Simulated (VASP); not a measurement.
## Ta: single point with LDA

Ta:

```xyz
2
Lattice="2.8387 0.0000 0.0000 -1.4194 2.4584 0.0000 0.0000 0.0000 5.0627" Properties=species:S:1:pos:R:3 pbc="T T T"
Ta    0.0000    1.6389    1.2657
Ta    1.4194    0.8195    3.7970
```

This isn't the form of Ta at room conditions, which is bcc.

| Quantity | Value |
| --- | --- |
| Program | VASP 6.6.1 |
| Task | single point |
| Functional | LDA |
| Potentials or basis | VASP PAW LDA potentials, release 64 (Ta_pv) |
| Cutoff | 520 eV |
| k mesh | 16 × 16 × 9 |
| Occupations | fermi-dirac, width 0.05 eV |
| Spin | no spin polarisation |
| Dipole correction | no |
| Further INCAR settings | ALGO = Normal; EDIFF = 1e-06; NBANDS = 18 |

The pressure is 0.8 GPa and the band gap on the k mesh is zero (bands 11 and 12 overlap by 2.21 eV).

Levels at points of the mesh, in eV from the Fermi level:
| k point | band 8 | band 9 | band 10 | band 11 | band 12 | band 13 | band 14 | band 15 |
| --- | --- | --- | --- | --- | --- | --- | --- | --- |
| (0.00, 0.00, 0.00) | -5.09 | -0.71 | 0.21 | 0.54 | 0.54 | 1.15 | 1.15 | 3.09 |
| (0.50, 0.00, 0.00) | -4.14 | -3.62 | -0.42 | -0.24 | 0.53 | 0.81 | 5.88 | 6.90 |

Run time: 2.5 min on 1 thread of AMD EPYC 7R13, on a shared host, peak memory 0.17 GiB.

Caveat: spin-orbit coupling is left out, which moves the levels of the heavy elements.
